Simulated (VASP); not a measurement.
# Hg (Pm-3m) in VASP: single point with LDA

Aim: the single point of Hg with LDA.

Everything below comes from runs of VASP 6.6.1. Logs are shortened: lines on timing, memory, paths and dates and some standing lists are left out, and cuts for length are marked.

## (1) The cell of the first run

The structure is cubic, space group Pm-3m (No. 221). The conventional cell has a = 4.465 Å, b = 4.465 Å, c = 4.465 Å, α = 90.00°, β = 90.00°, γ = 90.00°. Within 5.9 Å of Hg (site symmetry m-3m) lie 6 Hg at 4.46 Å.

## (2) Single point, LDA

INCAR reads:

```
SYSTEM = Hg
ALGO = Normal ; EDIFF = 1E-6
ENCUT = 500 ; GGA_COMPAT = .FALSE.
ISIF = 2 ; ISMEAR = -1
LASPH = .TRUE. ; LCHARG = .FALSE.
LREAL = .FALSE. ; LWAVE = .FALSE.
NBANDS = 12 ; NELM = 120
PREC = Accurate ; SIGMA = 0.05
```

KPOINTS reads:

```
k-points
0
G
  5 5 5
  0 0 0
```

POSCAR reads:

```
Hg
1.0
    4.4646510000      0.0000000000      0.0000000000
    0.0000000000      4.4646510000      0.0000000000
    0.0000000000      0.0000000000      4.4646510000
Hg
1
Direct
    0.0000000000      0.0000000000      0.0000000000
```

Potentials or basis: VASP PAW LDA potentials, release 64 (Hg).

The run is started by

```console
> cat potpaw_LDA.64/Hg/POTCAR > POTCAR
> mpirun -np 1 vasp_std > vasp.out
```

OUTCAR:

```text
SYSTEM = Hg
   EDIFF = 1E-6
   ENCUT = 500
   ISIF = 2
   ISMEAR = -1
   LASPH = .TRUE.
   LREAL = .FALSE.
   NELM = 120
   PREC = Accurate

 ion  position               nearest neighbor table
   1  0.000  0.000  0.000-

  LATTYP: Found a simple cubic cell.
 ALAT       =     4.4646510000

  Lattice vectors:

 A1 = (   4.4646510000,   0.0000000000,   0.0000000000)
 A2 = (   0.0000000000,   4.4646510000,   0.0000000000)
 A3 = (   0.0000000000,   0.0000000000,   4.4646510000)

Analysis of symmetry for initial positions (statically):
=====================================================================
 Subroutine PRICEL returns:
 Original cell was already a primitive cell.

 Routine SETGRP: Setting up the symmetry group for a
 simple cubic supercell.

 Subroutine GETGRP returns: Found 48 space group operations
[... 9 lines left out ...]

 Routine SETGRP: Setting up the symmetry group for a
 simple cubic supercell.

 Subroutine GETGRP returns: Found 48 space group operations
[... 11 lines left out ...]
                                     Primitive cell

  volume of cell :      88.9944

  direct lattice vectors                    reciprocal lattice vectors
     4.464651000  0.000000000  0.000000000     0.223981673  0.000000000  0.000000000
     0.000000000  4.464651000  0.000000000     0.000000000  0.223981673  0.000000000
     0.000000000  0.000000000  4.464651000     0.000000000  0.000000000  0.223981673

  length of vectors
     4.464651000  4.464651000  4.464651000     0.223981673  0.223981673  0.223981673

  position of ions in fractional coordinates (direct lattice)
     0.000000000  0.000000000  0.000000000

  ion indices of the primitive-cell ions
   primitive index   ion index
                 1           1

----------------------------------------------------------------------------------------

 KPOINTS: k-points

Automatic generation of k-mesh.
 Grid dimensions read from file:
 generate k-points for:    5    5    5

 Generating k-lattice:

  Cartesian coordinates                     Fractional coordinates (reciprocal lattice)
     0.044796335  0.000000000  0.000000000     0.200000000  0.000000000  0.000000000
     0.000000000  0.044796335  0.000000000     0.000000000  0.200000000  0.000000000
     0.000000000  0.000000000  0.044796335     0.000000000  0.000000000  0.200000000

  Length of vectors
     0.044796335  0.044796335  0.044796335

  Shift w.r.t. Gamma in fractional coordinates (k-lattice)
[... 41 lines left out ...]
   IBRION =     -1    ionic relax: 0-MD 1-quasi-New 2-CG
   NFREE  =      0    steps in history (QN), initial steepest desc. (CG)
   ISIF   =      2    stress and relaxation
   ISYM   =      2    0-nonsym 1-usesym 2-fastsym
   POTIM  = 0.5000    time-step for ionic-motion
   TEBEG  =    0.0;   TEEND  =   0.0 temperature during run
   PSTRESS=    0.0 pullay stress
   NELECT =      12.0000    total number of electrons
   NUPDOWN=      -1.0000    fix difference up-down
   EMIN   =  10.00;   EMAX   =-10.00  energy-range for DOS
   EFERMI =   0.00;   METHOD = LEGACY
   ISMEAR =    -1;   SIGMA  =   0.05  broadening in eV -4-tet -1-fermi 0-gaus
   EFERMI_NEDOS =   21; number of points for ismear=-14 and -15
   IALGO  =     38    algorithm
   IMIX   =      4    mixing-type and parameters
     AMIX     =   0.40;   BMIX     =  1.00
     AMIX_MAG =   1.60;   BMIX_MAG =  1.00
  volume/ion in A,a.u.               =      88.99       600.56
  Fermi-wavevector in a.u.,A,eV,Ry     =   0.839488  1.586402  9.588567  0.704740
  Thomas-Fermi vector in A             =   1.953714
   LORBIT       =      0    0 simple, 1 ext, 2 COOP (PROOUT), +10 PAW based schemes
   GGA     = CA    functional components
   LHFCALC =     F    Hartree Fock is set to
   AEXX    =    0.0000 exact exchange contribution
   IVDW    =     0    specifies the selected vdW correction
   LEPSILON=     F    determine dielectric tensor
   LRPA    =     F    only Hartree local field effects (RPA)
 non-spin polarized calculation
  energy-cutoff  :      500.00
  volume of cell :       88.99
 maximum number of plane-waves:      2301
 NGX is ok and might be reduce to    36
   NGX = 17   NGY = 17   NGZ = 17

 number of electron      11.9999996 magnetization

 Free energy of the ion-electron system (eV)
  ---------------------------------------------------
  ext. energy  EPLUGINS =         0.00000000
  ---------------------------------------------------
  free energy    TOTEN  =        -0.12897253 eV

  energy without entropy =       -0.12897253  energy(sigma->0) =       -0.12897253

 E-fermi :  -3.5884     XC(G=0):  -5.3652

 val. band max:       -4.6388157381   @ k =   0.4000   0.4000   0.4000
 cond. band min:      -1.1430449563   @ k =   0.4000   0.0000   0.0000
 fundamental gap:      3.4957707818
 Fermi energy:        -3.5883623321

 k-point     1 :       0.0000    0.0000    0.0000
  band No.  band energies     occupation
      1      -8.4964      2.00000
      2      -8.4964      2.00000
      3      -8.3646      2.00000
      4      -8.3646      2.00000
      5      -8.3646      2.00000
      6      -6.3525      2.00000
      7       2.5209      0.00000
      8       2.5209      0.00000
      9       2.5209      0.00000
     10       3.1812      0.00000
     11       5.4963      0.00000
     12       5.4963      0.00000
[... 121 lines left out ...]
 k-point    10 :       0.4000    0.4000    0.4000
  band No.  band energies     occupation
      1      -8.4365      2.00000
      2      -8.4354      2.00000
      3      -8.4354      2.00000
      4      -8.3332      2.00000
      5      -8.3332      2.00000
      6      -4.6388      2.00000
      7       0.3709      0.00000
      8       0.5013      0.00000
      9       0.5013      0.00000
     10       3.8364      0.00000
     11       4.4473      0.00000
     12       4.4473      0.00000

------------------------ aborting loop because EDIFF is reached ----------------------------------------

  FORCE on cell =-STRESS in cart. coord.  units (eV):
  Direction    XX          YY          ZZ          XY          YZ          ZX
  --------------------------------------------------------------------------------------
  -------------------------------------------------------------------------------------
  Total       -0.3154253     -0.3154253     -0.3154253     -0.0000000     -0.0000000      0.0000000
  in kB       -5.6786431     -5.6786431     -5.6786431     -0.0000000     -0.0000000      0.0000000
  external PRESSURE =      -5.6786431 kB  Pullay stress =       0.0000000 kB

 VOLUME and BASIS-vectors are now :
 -----------------------------------------------------------------------------
  energy-cutoff  :      500.00
  volume of cell :       88.99
      direct lattice vectors                 reciprocal lattice vectors
     4.464651000  0.000000000  0.000000000     0.223981673  0.000000000  0.000000000
     0.000000000  4.464651000  0.000000000     0.000000000  0.223981673  0.000000000
     0.000000000  0.000000000  4.464651000     0.000000000  0.000000000  0.223981673

 POSITION                                       TOTAL-FORCE (eV/Angst)
 -----------------------------------------------------------------------------------
      0.00000      0.00000      0.00000         0.000000      0.000000      0.000000
 -----------------------------------------------------------------------------------
    total drift:                                0.000000      0.000000     -0.000000

  FREE ENERGIE OF THE ION-ELECTRON SYSTEM (eV)
  ---------------------------------------------------
  free  energy   TOTEN  =        -0.1289725295 eV

  energy  without entropy=       -0.1289725294  energy(sigma->0) =       -0.12897253
```

It took 7.3 s on 1 thread of Intel Xeon 8259CL, shared host; peak memory 0.16 GiB.

What came out:

```yaml
Free_energy: -0.1290 eV
Pressure: -0.6 GPa
Band_gap_on_the_k_mesh: 3.50 eV, indirect (least direct gap 4.59 eV)
```

Caveat: spin-orbit coupling is left out, which moves the levels of the heavy elements.
